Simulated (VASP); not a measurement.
# Hf (I4/mmm) in VASP: notebook, part 2 of 2

VASP 6.6.1. The steps go on from the part before.

## Step 4: Single point, LDA (21.55 Å³/atom)

This run uses another cell than the first one, of 21.55 Å³/atom.

The input, INCAR:

```
SYSTEM = Hf
  ALGO = Fast
  EDIFF = 1E-6
  ENCUT = 520
  ISIF = 2
  ISMEAR = 0
  LASPH = .TRUE.
  LCHARG = .TRUE.
  LELF = .TRUE.
  LREAL = .FALSE.
  LVHAR = .TRUE.
  LWAVE = .FALSE.
  NBANDS = 11
  NELM = 80
  PREC = Accurate
  SIGMA = 0.15
```

The input, KPOINTS:

```
k-points
0
G
  20 20 20
  0 0 0
```

The input, POSCAR:

```
Hf
1.0
    0.0000000000      2.5774846393      1.6217533350
    2.5774846393      0.0000000000      1.6217533350
    2.5774846393      2.5774846393      0.0000000000
Hf
1
Direct
    0.0000000000      0.0000000000      0.0000000000
```

The run is started by

```
$ cat potpaw_LDA.64/Hf_pv/POTCAR > POTCAR
$ mpirun -np 1 vasp_std > vasp.out
```

Wall time 1.9 min (1 thread of Intel Xeon Platinum 8259CL at 2.50GHz (Skylake/Cascade Lake), shared host); peak memory 0.25 GiB.

It converged, with:

```yaml
Free_energy: -10.5661 eV
Pressure: -5.2 GPa
Band_gap_on_the_k_mesh: zero (bands 5 and 6 overlap by 1.85 eV)
```

Stress tensor (GPa, compression positive):
```
-3.90  0.00  0.00
 0.00 -3.90  0.00
 0.00  0.00 -7.79
```

Levels at points of the mesh, in eV from the Fermi level:
| k point | band 2 | band 3 | band 4 | band 5 | band 6 | band 7 | band 8 | band 9 |
| --- | --- | --- | --- | --- | --- | --- | --- | --- |
| (0.00, 0.00, 0.00) | -29.59 | -29.56 | -7.13 | 0.59 | 2.02 | 2.02 | 3.24 | 5.19 |
| (0.50, 0.00, 0.00) | -29.90 | -29.64 | -3.47 | -1.07 | 1.63 | 4.15 | 6.22 | 7.74 |
| (0.50, 0.50, 0.00) | -30.30 | -30.07 | -2.93 | -2.65 | 6.69 | 6.69 | 6.85 | 6.85 |
| (0.50, 0.00, 0.50) | -29.80 | -29.55 | -3.64 | 0.39 | 0.86 | 2.97 | 4.60 | 7.62 |

Caveat: the cell stands under tension; spin-orbit coupling is left out, which moves the levels of the heavy elements.

## Step 5: Single point, LDA (21.55 Å³/atom)

This run uses another cell than the first one, of 21.55 Å³/atom.

The input, INCAR:

```
ALGO     = Fast           # electronic algorithm
EDIFF    = 1E-6           # SCF threshold, eV
ENCUT    = 520            # plane-wave cutoff, eV
ISIF     = 2              # what is computed and relaxed
ISMEAR   = 0              # smearing method
LASPH    = True           # aspherical terms in the spheres
LCHARG   = False          # write CHGCAR
LREAL    = False          # projectors in reciprocal space
LWAVE    = False          # write WAVECAR
NBANDS   = 11             # bands
NELM     = 80             # most SCF steps
PREC     = Accurate       # precision mode
SIGMA    = 0.15           # smearing width, eV
```

The input, KPOINTS:

```
k-points
0
Gamma
  20 20 20
```

The input, POSCAR:

```
Hf
1.0
    0.0000000000      2.0978223356      2.4481586657
    2.0978223356      0.0000000000      2.4481586657
    2.0978223356      2.0978223356      0.0000000000
Hf
1
Direct
    0.0000000000      0.0000000000      0.0000000000
```

Potentials or basis: VASP PAW LDA potentials, release 64 (Hf_pv).

The run is started by

```
$ cat potpaw_LDA.64/Hf_pv/POTCAR > POTCAR
$ mpirun -np 1 vasp_std > vasp.out
```

OUTCAR:

```text
EDIFF = 1E-6
   ENCUT = 520
   ISIF = 2
   ISMEAR = 0
   LASPH = True
   LREAL = False
   NELM = 80
   PREC = Accurate

 ion  position               nearest neighbor table
   1  0.000  0.000  0.000-

  LATTYP: Found a body centered tetragonal cell.
 ALAT       =     2.9667687985
 C/A-ratio  =     1.6503872273

  Lattice vectors:

 A1 = (  -2.0978223356,   0.0000000000,   2.4481586657)
 A2 = (   2.0978223356,   0.0000000000,   2.4481586657)
 A3 = (   0.0000000000,   2.0978223356,  -2.4481586657)

Analysis of symmetry for initial positions (statically):
=====================================================================
 Subroutine PRICEL returns:
 Original cell was already a primitive cell.

 Routine SETGRP: Setting up the symmetry group for a
 body centered tetragonal supercell.

 Subroutine GETGRP returns: Found 16 space group operations
 (whereof 16 operations were pure point group operations)
 out of a pool of 16 trial point group operations.

The static configuration has the point symmetry D_4h.

Analysis of symmetry for dynamics (positions and initial velocities):
=====================================================================
 Subroutine PRICEL returns:
 Original cell was already a primitive cell.

 Routine SETGRP: Setting up the symmetry group for a
 body centered tetragonal supercell.

 Subroutine GETGRP returns: Found 16 space group operations
 (whereof 16 operations were pure point group operations)
 out of a pool of 16 trial point group operations.

The dynamic configuration has the point symmetry D_4h.

 Subroutine INISYM returns: Found 16 space group operations
 (whereof 16 operations are pure point group operations),
 and found     1 'primitive' translations

----------------------------------------------------------------------------------------

                                     Primitive cell

  volume of cell :      21.5480

[... 111 lines left out ...]
   GGA     = CA    functional components
   LHFCALC =     F    Hartree Fock is set to
   AEXX    =    0.0000 exact exchange contribution
   IVDW    =     0    specifies the selected vdW correction
   LEPSILON=     F    determine dielectric tensor
   LRPA    =     F    only Hartree local field effects (RPA)
 non-spin polarized calculation
 RMM-DIIS sequential band-by-band and
 Gauss-broadening in eV      SIGMA  =   0.15
  energy-cutoff  :      520.00
  volume of cell :       21.55
 maximum number of plane-waves:       605
   NGX = 11   NGY = 11   NGZ = 11

 number of electron      10.0000001 magnetization

 Free energy of the ion-electron system (eV)
  ---------------------------------------------------
  ext. energy  EPLUGINS =         0.00000000
  ---------------------------------------------------
  free energy    TOTEN  =       -10.57680825 eV

  energy without entropy =      -10.55716029  energy(sigma->0) =      -10.56698427

 E-fermi :   4.8025     XC(G=0): -11.6407

 val. band max:        4.8018756374   @ k =  -0.4500   0.3000   0.2000
 cond. band min:       4.8034861146   @ k =   0.4000   0.1500   0.0000
 fundamental gap:      0.0016104772
 Fermi energy:         4.8025104498

 k-point     1 :       0.0000    0.0000    0.0000
  band No.  band energies     occupation
      1     -24.8945      2.00000
      2     -24.8350      2.00000
      3     -24.8350      2.00000
      4      -2.3780      2.00000
      5       5.0480      0.02064
      6       7.0319      0.00000
      7       7.0319      0.00000
      8       7.4331      0.00000
      9      10.4248      0.00000
     10      16.7564      0.00000
     11      18.5207      0.00000
[... 309 lines left out ...]
 k-point    24 :      -0.3500    0.0500    0.0000
  band No.  band energies     occupation
      1     -25.7242      2.00000
      2     -25.0544      2.00000
      3     -24.8496      2.00000
      4       0.9229      2.00000
      5       4.8533      0.63183
      6       5.4268      0.00000
      7       7.2694      0.00000
      8       9.9999      0.00000
      9      10.7955      0.00000
     10      15.4695      0.00000
     11      17.7494      0.00000

 [... further k-points ...]

------------------------ aborting loop because EDIFF is reached ----------------------------------------

  FORCE on cell =-STRESS in cart. coord.  units (eV):
  Direction    XX          YY          ZZ          XY          YZ          ZX
  --------------------------------------------------------------------------------------
  -------------------------------------------------------------------------------------
  Total       -0.2700235     -0.2700235     -1.2548743      0.0000000     -0.0000000      0.0000000
  in kB      -20.0772903    -20.0772903    -93.3047706      0.0000000     -0.0000000      0.0000000
  external PRESSURE =     -44.4864504 kB  Pullay stress =       0.0000000 kB

 VOLUME and BASIS-vectors are now :
 -----------------------------------------------------------------------------
  energy-cutoff  :      520.00
  volume of cell :       21.55
      direct lattice vectors                 reciprocal lattice vectors
     0.000000000  2.097822336  2.448158666    -0.238342395  0.238342395  0.204235129
     2.097822336  0.000000000  2.448158666     0.238342395 -0.238342395  0.204235129
     2.097822336  2.097822336  0.000000000     0.238342395  0.238342395 -0.204235129

 POSITION                                       TOTAL-FORCE (eV/Angst)
 -----------------------------------------------------------------------------------
      0.00000      0.00000      0.00000         0.000000     -0.000000      0.000000
 -----------------------------------------------------------------------------------
    total drift:                               -0.000000      0.000000      0.000000

  FREE ENERGIE OF THE ION-ELECTRON SYSTEM (eV)
  ---------------------------------------------------
  free  energy   TOTEN  =       -10.5768082546 eV

  energy  without entropy=      -10.5571602921  energy(sigma->0) =      -10.56698427
```

Run time: 84 s. Hardware: 1 thread of Intel Xeon Platinum 8259CL at 2.50GHz (Skylake/Cascade Lake), shared host; peak memory 0.25 GiB.

Results:

- Free energy: -10.5768 eV
- Pressure: -4.4 GPa
- Band gap on the k mesh: zero (bands 5 and 6 overlap by 1.68 eV)

Caveat: the cell stands under tension; spin-orbit coupling is left out, which moves the levels of the heavy elements.

## Step 6: The runs side by side

```tsv
cell	further INCAR settings	gap on the mesh (eV)	pressure (GPa)
a = 3.006, b = 3.006, c = 3.330 Å, angles 56.4, 56.4, 67.3°, 1 atom	ALGO = Fast; EDIFF = 1e-07; NBANDS = 11	none	-0.9
a = 3.048, b = 3.048, c = 3.163 Å, angles 58.7, 58.7, 62.5°, 1 atom	ALGO = Fast; EDIFF = 1e-06; NBANDS = 11	none	0.0
a = 3.045, b = 3.045, c = 3.645 Å, angles 53.2, 53.2, 73.5°, 1 atom	ALGO = Fast; EDIFF = 1e-06; NBANDS = 11	none	-5.2
a = 3.224, b = 3.224, c = 2.967 Å, angles 62.6, 62.6, 54.8°, 1 atom	ALGO = Fast; EDIFF = 1e-06; NBANDS = 11	none	-4.4
```

Alike in all rows: task single point; level LDA; potentials or basis VASP PAW LDA potentials, release 64 (Hf_pv); no spin polarisation; k mesh 20 × 20 × 20; cutoff (eV) 520; smearing gaussian 0.15 eV.

Caveats: spin-orbit coupling is left out, which moves the levels of the heavy elements; the cell stands under tension (at least some runs).

Total energies depend on the potentials used, so only differences within one code and one set of settings carry meaning.
